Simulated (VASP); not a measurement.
# Ga2Te2O (I4/mmm) in VASP: notebook

Runs on Ga2Te2O. Level: PBE. Tasks: single point.

Everything below comes from runs of VASP 6.6.1. Logs are shortened: lines on timing, memory, paths and dates and some standing lists are left out, and cuts for length are marked.

### Step 1. The cell of the first run

Symmetry: I4/mmm, No. 139, tetragonal system. The conventional cell has a = 4.560 Å, b = 4.560 Å, c = 10.618 Å, α = 90.00°, β = 90.00°, γ = 90.00°. Ga (site symmetry -4m2) has 4 Te at 2.56 Å and 4 Ga at 3.22 Å within 3.4 Å. Te (site symmetry 4mm) has 4 Ga at 2.56 Å and 1 Te at 2.98 Å within 3.4 Å. Within 4.6 Å of O (site symmetry 4/mmm) lie 8 Ga at 3.50 Å and 10 Te at 3.55 to 3.82 Å and 4 O at 4.56 Å.

### Step 2. Single point, PBE

Input file INCAR:

```
PREC = Accurate
ENCUT = 520
EDIFF = 1E-6
ISMEAR = 0
SIGMA = 0.1
LREAL = False
LASPH = True
NELM = 100
ALGO = Normal
ISIF = 2
LWAVE = False
LCHARG = False
GGA = PE
NBANDS = 30
```

Input file KPOINTS:

```
regular mesh
0
Gamma
  6 6 6
```

Input file POSCAR:

```
Ga2Te2O
1.0
   -2.2801389200      2.2801389200      5.3091614400
    2.2801389200     -2.2801389200      5.3091614400
    2.2801389200      2.2801389200     -5.3091614400
Ga Te O
2 2 1
Direct
    0.2500000000      0.7500000000      0.5000000000
    0.7500000000      0.2500000000      0.5000000000
    0.6402969400      0.6402969400      0.0000000000
    0.3597030600      0.3597030600      0.0000000000
    0.0000000000      0.0000000000      0.0000000000
```

Potentials or basis: VASP PAW PBE potentials, release 64 (Ga_d, Te, O).

Command:

```console
$ cat potpaw_PBE.64/Ga_d/POTCAR potpaw_PBE.64/Te/POTCAR potpaw_PBE.64/O/POTCAR > POTCAR
$ mpirun -np 1 vasp_std > vasp.out
```

OUTCAR:

```text
PREC = Accurate
   ENCUT = 520
   EDIFF = 1E-6
   ISMEAR = 0
   LREAL = False
   LASPH = True
   NELM = 100
   ISIF = 2
   GGA = PE

 ion  position               nearest neighbor table
   1  0.250  0.750  0.500-   3 2.56   4 2.56   4 2.56   3 2.56
   2  0.750  0.250  0.500-   3 2.56   4 2.56   4 2.56   3 2.56
   3  0.640  0.640  0.000-   1 2.56   2 2.56   1 2.56   2 2.56   4 2.98
   4  0.360  0.360  0.000-   1 2.56   2 2.56   1 2.56   2 2.56   3 2.98
   5  0.000  0.000  0.000-

  LATTYP: Found a body centered tetragonal cell.
 ALAT       =     4.5602778400
 C/A-ratio  =     2.3284377076

  Lattice vectors:

 A1 = (  -2.2801389200,   2.2801389200,   5.3091614400)
 A2 = (   2.2801389200,  -2.2801389200,   5.3091614400)
 A3 = (   2.2801389200,   2.2801389200,  -5.3091614400)

Analysis of symmetry for initial positions (statically):
=====================================================================
 Subroutine PRICEL returns:
 Original cell was already a primitive cell.

 Routine SETGRP: Setting up the symmetry group for a
 body centered tetragonal supercell.

 Subroutine GETGRP returns: Found 16 space group operations
 (whereof 16 operations were pure point group operations)
 out of a pool of 16 trial point group operations.

The static configuration has the point symmetry D_4h.

Analysis of symmetry for dynamics (positions and initial velocities):
=====================================================================
 Subroutine PRICEL returns:
 Original cell was already a primitive cell.

 Routine SETGRP: Setting up the symmetry group for a
 body centered tetragonal supercell.

 Subroutine GETGRP returns: Found 16 space group operations
 (whereof 16 operations were pure point group operations)
 out of a pool of 16 trial point group operations.

The dynamic configuration has the point symmetry D_4h.

 Subroutine INISYM returns: Found 16 space group operations
 (whereof 16 operations are pure point group operations),
 and found     1 'primitive' translations

----------------------------------------------------------------------------------------

                                     Primitive cell

  volume of cell :     110.4100

  direct lattice vectors                    reciprocal lattice vectors
    -2.280138920  2.280138920  5.309161440     0.000000000  0.219284885  0.094176831
     2.280138920 -2.280138920  5.309161440     0.219284885  0.000000000  0.094176831
     2.280138920  2.280138920 -5.309161440     0.219284885  0.219284885  0.000000000

  length of vectors
     6.211703646  6.211703646  6.211703646     0.238652752  0.238652752  0.310115658

  position of ions in fractional coordinates (direct lattice)
     0.250000000  0.750000000  0.500000000
     0.750000000  0.250000000  0.500000000
     0.640296940  0.640296940  0.000000000
     0.359703060  0.359703060  0.000000000
     0.000000000  0.000000000  0.000000000

  ion indices of the primitive-cell ions
   primitive index   ion index
                 1           1
                 2           2
                 3           3
                 4           4
                 5           5

----------------------------------------------------------------------------------------

 KPOINTS: regular mesh

Automatic generation of k-mesh.
 Grid dimensions read from file:
 generate k-points for:    6    6    6

 Generating k-lattice:

  Cartesian coordinates                     Fractional coordinates (reciprocal lattice)
     0.000000000  0.036547481  0.015696139     0.166666667  0.000000000 -0.000000000
     0.036547481  0.000000000  0.015696139     0.000000000  0.166666667 -0.000000000
     0.036547481  0.036547481  0.000000000     0.000000000  0.000000000  0.166666667

  Length of vectors
     0.039775459  0.039775459  0.051685943

  Shift w.r.t. Gamma in fractional coordinates (k-lattice)
     0.000000000  0.000000000  0.000000000

 Subroutine IBZKPT returns following result:
 ===========================================

 Found     30 irreducible k-points:

 Following reciprocal coordinates:
            Coordinates               Weight
  0.000000  0.000000  0.000000      1.000000
  0.166667  0.000000  0.000000      8.000000
  0.333333 -0.000000  0.000000      8.000000
  0.500000 -0.000000  0.000000      4.000000
  0.166667  0.166667  0.000000      8.000000
  0.333333  0.166667  0.000000     16.000000
[... 16 lines left out ...]
 -0.333333 -0.333333  0.166667      8.000000
 -0.166667 -0.333333  0.166667      8.000000
 [... further k-points ...]
   k-points           NKPTS =     30   k-points in BZ     NKDIM =     30   number of bands    NBANDS=     30
   number of dos      NEDOS =    301   number of ions     NIONS =      5
   total plane-waves  NPLWV = 110592
   dimension x,y,z NGX =    48 NGY =   48 NGZ =   48
   dimension x,y,z NGXF=    96 NGYF=   96 NGZF=   96
   ions per type =               2   2   1
   NGX,Y,Z   is equivalent  to a cutoff of  12.85, 12.85, 12.85 a.u.
   NGXF,Y,Z  is equivalent  to a cutoff of  25.69, 25.69, 25.69 a.u.
 SYSTEM =  unknown system
   PREC   = accura    normal or accurate (medium, high low for compatibility)
   ISTART =      0    job   : 0-new  1-cont  2-samecut
   ICHARG =      2    charge: 1-file 2-atom 10-const
   ISPIN  =      1    spin polarized calculation?
   LNONCOLLINEAR =      F non collinear calculations
   LSORBIT =      F    spin-orbit coupling
   LASPH  =      T    aspherical Exc in radial PAW
   ENCUT  =  520.0 eV  38.22 Ry    6.18 a.u.  11.55 11.55 11.55*2*pi/ulx,y,z
   NELM   =    100;   NELMIN=  2; NELMDL= -5     # of ELM steps
   EDIFF  = 0.1E-05   stopping-criterion for ELM
   LREAL  =      F    real-space projection
   EDIFFG = 0.1E-04   stopping-criterion for IOM
   NSW    =      0    number of steps for IOM
   IBRION =     -1    ionic relax: 0-MD 1-quasi-New 2-CG
   NFREE  =      0    steps in history (QN), initial steepest desc. (CG)
   ISIF   =      2    stress and relaxation
   ISYM   =      2    0-nonsym 1-usesym 2-fastsym
   POTIM  = 0.5000    time-step for ionic-motion
   TEBEG  =    0.0;   TEEND  =   0.0 temperature during run
   PSTRESS=    0.0 pullay stress
   NELECT =      44.0000    total number of electrons
   NUPDOWN=      -1.0000    fix difference up-down
   EMIN   =  10.00;   EMAX   =-10.00  energy-range for DOS
   EFERMI =   0.00;   METHOD = LEGACY
   ISMEAR =     0;   SIGMA  =   0.10  broadening in eV -4-tet -1-fermi 0-gaus
   EFERMI_NEDOS =   21; number of points for ismear=-14 and -15
   IALGO  =     38    algorithm
   IMIX   =      4    mixing-type and parameters
     AMIX     =   0.40;   BMIX     =  1.00
     AMIX_MAG =   1.60;   BMIX_MAG =  1.00
  volume/ion in A,a.u.               =      22.08       149.02
  Fermi-wavevector in a.u.,A,eV,Ry     =   1.204729  2.276609 19.747131  1.451373
  Thomas-Fermi vector in A             =   2.340446
   LORBIT       =      0    0 simple, 1 ext, 2 COOP (PROOUT), +10 PAW based schemes
   GGA     = PE    functional components
   LHFCALC =     F    Hartree Fock is set to
   AEXX    =    0.0000 exact exchange contribution
   IVDW    =     0    specifies the selected vdW correction
   LEPSILON=     F    determine dielectric tensor
   LRPA    =     F    only Hartree local field effects (RPA)
 non-spin polarized calculation
 Gauss-broadening in eV      SIGMA  =   0.10
  energy-cutoff  :      520.00
  volume of cell :      110.41
 maximum number of plane-waves:      2999
 NGX is ok and might be reduce to    48
   NGX = 23   NGY = 23   NGZ = 23

 number of electron      43.9999991 magnetization

 Free energy of the ion-electron system (eV)
  ---------------------------------------------------
  ext. energy  EPLUGINS =         0.00000000
  ---------------------------------------------------
  free energy    TOTEN  =       -14.20411511 eV

  energy without entropy =      -14.18037392  energy(sigma->0) =      -14.19224452

 E-fermi :   5.3547     XC(G=0):  -9.8257

 val. band max:        5.3539235967   @ k =   0.3333   0.3333   0.1667
 cond. band min:       5.3922100950   @ k =  -0.3333   0.5000   0.1667
 fundamental gap:      0.0382864984
 Fermi energy:         5.3547178411

 k-point     1 :       0.0000    0.0000    0.0000
  band No.  band energies     occupation
      1     -10.3384      2.00000
      2     -10.1487      2.00000
      3     -10.1056      2.00000
      4     -10.0625      2.00000
      5     -10.0625      2.00000
      6      -9.9991      2.00000
[... 22 lines left out ...]
     29      11.2770      0.00000
     30      11.8592      0.00000

 k-point     2 :       0.1667    0.0000    0.0000
  band No.  band energies     occupation
      1     -10.3166      2.00000
      2     -10.1445      2.00000
      3     -10.0945      2.00000
      4     -10.0565      2.00000
      5     -10.0529      2.00000
      6     -10.0047      2.00000
[... 22 lines left out ...]
     29      11.3080      0.00000
     30      12.1732      0.00000

 k-point     3 :       0.3333   -0.0000    0.0000
  band No.  band energies     occupation
      1     -10.2611      2.00000
      2     -10.1540      2.00000
      3     -10.0649      2.00000
      4     -10.0383      2.00000
      5     -10.0248      2.00000
      6     -10.0181      2.00000
[... 22 lines left out ...]
     29      11.0189      0.00000
     30      12.2255      0.00000

 k-point     4 :       0.5000   -0.0000    0.0000
  band No.  band energies     occupation
      1     -10.2073      2.00000
      2     -10.1860      2.00000
      3     -10.0356      2.00000
      4     -10.0349      2.00000
      5     -10.0269      2.00000
      6     -10.0249      2.00000
[... 616 lines left out ...]
     29      10.9581      0.00000
     30      12.1744      0.00000

 k-point    23 :      -0.3333   -0.3333    0.1667
  band No.  band energies     occupation
      1     -10.3107      2.00000
      2     -10.1356      2.00000
      3     -10.0899      2.00000
      4     -10.0467      2.00000
      5     -10.0386      2.00000
      6     -10.0252      2.00000
[... 22 lines left out ...]
     29      10.3956      0.00000
     30      11.7922      0.00000

 k-point    24 :      -0.1667   -0.3333    0.1667
  band No.  band energies     occupation
      1     -10.3275      2.00000
      2     -10.1369      2.00000
      3     -10.0944      2.00000
      4     -10.0561      2.00000
      5     -10.0522      2.00000
      6     -10.0062      2.00000
[... 22 lines left out ...]
     29      10.5732      0.00000
     30      11.4637      0.00000

 [... further k-points ...]
[... 5 lines left out ...]
  --------------------------------------------------------------------------------------
  -------------------------------------------------------------------------------------
  Total        9.2594939      9.2594939      8.0100556      0.0000000     -0.0000000      0.0000000
  in kB      134.3659706    134.3659706    116.2351757      0.0000000     -0.0000000      0.0000000
  external PRESSURE =     128.3223723 kB  Pullay stress =       0.0000000 kB

 VOLUME and BASIS-vectors are now :
 -----------------------------------------------------------------------------
  energy-cutoff  :      520.00
  volume of cell :      110.41
      direct lattice vectors                 reciprocal lattice vectors
    -2.280138920  2.280138920  5.309161440     0.000000000  0.219284885  0.094176831
     2.280138920 -2.280138920  5.309161440     0.219284885  0.000000000  0.094176831
     2.280138920  2.280138920 -5.309161440     0.219284885  0.219284885  0.000000000

 POSITION                                       TOTAL-FORCE (eV/Angst)
 -----------------------------------------------------------------------------------
      2.28014      0.00000      2.65458         0.000000      0.000000     -0.000000
      0.00000      2.28014      2.65458         0.000000      0.000000      0.000000
      0.00000      0.00000      6.79888        -0.000000     -0.000000     -1.368201
      0.00000      0.00000      3.81944         0.000000      0.000000      1.368201
      0.00000      0.00000      0.00000         0.000000      0.000000     -0.000000
 -----------------------------------------------------------------------------------
    total drift:                                0.000000     -0.000000      0.000000

  FREE ENERGIE OF THE ION-ELECTRON SYSTEM (eV)
  ---------------------------------------------------
  free  energy   TOTEN  =       -14.2041151132 eV

  energy  without entropy=      -14.1803739234  energy(sigma->0) =      -14.19224452
```

It took 2.3 min on 1 thread of Intel Xeon Platinum 8375C at 2.90GHz (Ice Lake), shared host; peak memory 0.37 GiB.

What came out:

| Quantity | Value |
| --- | --- |
| Free energy | -14.2041 eV |
| Pressure | 12.8 GPa |
| Largest force | 1.368 eV/Å |
| Band gap on the k mesh | zero (band 22 reaches 5.54 eV, above the bottom of band 23 at 5.01 eV) |

Forces on the atoms (eV/Å):
```
Ga   0.000  0.000  0.000
Ga   0.000  0.000  0.000
Te   0.000  0.000 -1.368
Te   0.000  0.000  1.368
O    0.000  0.000  0.000
```

Levels at points of the mesh, in eV from the Fermi level:
```
           k point  band 19  band 20  band 21  band 22  band 23  band 24  band 25  band 26
(0.00, 0.00, 0.00)    -2.63    -1.93    -0.17    -0.17     0.89     1.42     1.77     3.98
(0.50, 0.00, 0.00)    -1.22    -0.64    -0.41    -0.37    -0.35     0.84     3.33     4.65
(0.50, 0.50, 0.00)    -2.18    -0.59    -0.03     0.11     2.93     3.31     4.84     5.31
(0.50, 0.50, 0.50)    -1.77    -1.77    -0.45    -0.17    -0.17     0.92     2.51     2.96
```

Caveat: spin-orbit coupling is left out, which moves the levels of the heavy elements; forces of over 1 eV/Å act on the atoms, so gaps and moduli don't describe the material at rest.

### Step 3. Single point, PBE

This run uses another cell than the first one, of 22.91 Å³/atom, 1.037 times its volume.

Edit INCAR of step 2 so:

```diff
@@ -11,4 +11,6 @@
 LWAVE = False
-LCHARG = False
+LCHARG = True
 GGA = PE
+LELF = True
+LVHAR = True
 NBANDS = 30
```

KPOINTS is that of step 2.

Input file POSCAR:

```
Ga2Te2O
1.0
   -2.0397790240      2.0397790240      6.8817918352
    2.0397790240     -2.0397790240      6.8817918352
    2.0397790240      2.0397790240     -6.8817918352
Ga Te O
2 2 1
Direct
    0.2500000000      0.7500000000      0.5000000000
    0.7500000000      0.2500000000      0.5000000000
    0.6126914653      0.6126914653      0.0000000000
    0.3873085347      0.3873085347      0.0000000000
    0.0000000000      0.0000000000      0.0000000000
```

Potentials or basis: VASP PAW PBE potentials, release 64 (Ga_d, Te, O).

Command:

```console
$ cat potpaw_PBE.64/Ga_d/POTCAR potpaw_PBE.64/Te/POTCAR potpaw_PBE.64/O/POTCAR > POTCAR
$ mpirun -np 1 vasp_std > vasp.out
```

It took 5.3 min on 1 thread of Intel Xeon Platinum 8375C at 2.90GHz (Ice Lake), shared host; peak memory 0.48 GiB.

It converged, with:

- Free energy: -15.5972 eV
- Pressure: 0.1 GPa
- Largest force: 0.039 eV/Å
- Band gap on the k mesh: zero (band 22 reaches 5.31 eV, above the bottom of band 23 at 4.66 eV)

Forces on the atoms (eV/Å):
```
Ga   0.000  0.000  0.000
Ga   0.000  0.000  0.000
Te   0.000  0.000 -0.039
Te   0.000  0.000  0.039
O    0.000  0.000  0.000
```

Stress tensor (GPa, compression positive):
```
0.02 0.00 0.00
0.00 0.02 0.00
0.00 0.00 0.25
```

Levels at points of the mesh, in eV from the Fermi level:
| k point | band 20 | band 21 | band 22 | band 23 | band 24 | band 25 |
| --- | --- | --- | --- | --- | --- | --- |
| (0.00, 0.00, 0.00) | -1.32 | -0.28 | 0.18 | 0.29 | 0.29 | 2.03 |
| (0.50, 0.00, 0.00) | -1.03 | -0.47 | -0.23 | 1.02 | 1.07 | 2.44 |
| (0.50, 0.50, 0.00) | -1.87 | -0.68 | -0.37 | 0.48 | 0.97 | 1.60 |
| (0.50, 0.50, 0.50) | -0.84 | -0.62 | -0.46 | -0.46 | 1.50 | 2.69 |

Caveat: the k points lie up to 0.36 Å⁻¹ apart; spin-orbit coupling is left out, which moves the levels of the heavy elements.
